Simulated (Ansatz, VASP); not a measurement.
## One calculation of Al5Cu3, two programs

```xyz
8
Lattice="2.7691 -0.0002 0.0003 0.0001 2.8116 0.0002 -0.0004 0.0014 14.6852" Properties=species:S:1:pos:R:3 pbc="T T T"
Al    0.0009    0.0012   12.5541
Al   -0.0002    0.0005    2.1308
Al   -0.0002   -0.0002    5.5971
Al    0.0010    0.0005    9.0889
Al    1.3842    1.4079   -0.0001
Cu    1.3821    1.4063    3.8634
Cu    1.3840    1.4048    7.3428
Cu    1.3852    1.4067   10.8223
```

Change from the starting cell: cell x1, atoms moved at random (sigma 0.05 Å) and cell strained at random (1.5 %), then relaxed without symmetry.

Alike in both runs: functional PBE; k mesh 8 × 8 × 2; occupations gaussian, width 0.2 eV; no spin polarisation.

Ansatz relaxed the structure, and its values are those at the end. VASP's run is a single point on that final structure, the one shown.

|  | VASP | Ansatz |
| --- | --- | --- |
| version | VASP 6.6.1 | Ansatz 0.2.0 |
| potentials or method | VASP PAW PBE potentials, release 64 (Al, Cu), cutoff 520 eV | scalar-relativistic, plane waves, PAW |
| valence electrons in the cell | 48 | 72 |

```tsv
	VASP	Ansatz	Ansatz less VASP
gap on the k mesh at the Fermi level (eV)	none	none	-
pressure (GPa)	0.2	0.1	-0.10
rms of the force components (eV/Å)	0.007	0.004	-0.0035
```

A gap of «none» marks a metal or a gap that the smearing closes. VASP's potentials hold 48 valence electrons a cell and Ansatz's 72, so a difference there can come from the potentials and not from the codes.
